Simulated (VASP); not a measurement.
Input of a VASP 6.6.1 run:

INCAR

```
ALGO = Normal
EDIFF = 1E-6
ENCUT = 520
GGA = PS
ISIF = 2
ISMEAR = 0
LASPH = T
LCHARG = F
LREAL = F
LWAVE = F
NBANDS = 40
NELM = 60
PREC = Accurate
SIGMA = 0.02
```

KPOINTS

```
k-points
0
Gamma
  6 6 6
```

POSCAR

```
MgO2
1.0
    4.9970933274      0.0000000000      0.0000000000
    0.0000000000      4.9970933274      0.0000000000
    0.0000000000      0.0000000000      4.9970933274
Mg O
4 8
Direct
    0.0000000000      0.5000000000      0.5000000000
    0.5000000000      0.5000000000      0.0000000000
    0.5000000000      0.0000000000      0.5000000000
    0.0000000000      0.0000000000      0.0000000000
    0.4134348986      0.0865651014      0.9134348986
    0.0865651014      0.9134348986      0.4134348986
    0.9134348986      0.4134348986      0.0865651014
    0.5865651014      0.5865651014      0.5865651014
    0.4134348986      0.4134348986      0.4134348986
    0.0865651014      0.5865651014      0.9134348986
    0.9134348986      0.0865651014      0.5865651014
    0.5865651014      0.9134348986      0.0865651014
```

Potentials or basis: VASP PAW PBE potentials, release 64 (Mg, O).

Command:

```console
$ cat potpaw_PBE.64/Mg/POTCAR potpaw_PBE.64/O/POTCAR > POTCAR
$ mpirun -np 1 vasp_std > vasp.out
```

Task: What does it give for the largest force?

Result: 0.186 eV/Å.

Task: Predict the band gap on the k mesh.

Result: 3.64 eV (least direct gap 3.73 eV).

Task: What does it give for the pressure?

Result: -10.7 GPa.

Forces in eV/Å, atoms in the order of the input:
```
Mg   0.000  0.000  0.000
Mg   0.000  0.000  0.000
Mg   0.000  0.000  0.000
Mg   0.000  0.000  0.000
O   -0.107  0.107 -0.107
O    0.107 -0.107 -0.107
O   -0.107 -0.107  0.107
O    0.107  0.107  0.107
O   -0.107 -0.107 -0.107
O    0.107  0.107 -0.107
O   -0.107  0.107  0.107
O    0.107 -0.107  0.107
```

Caveat: the cell stands under tension; the PAW data sets were made with another functional, which shifts forces and pressure a little. A k mesh can miss the band edges.
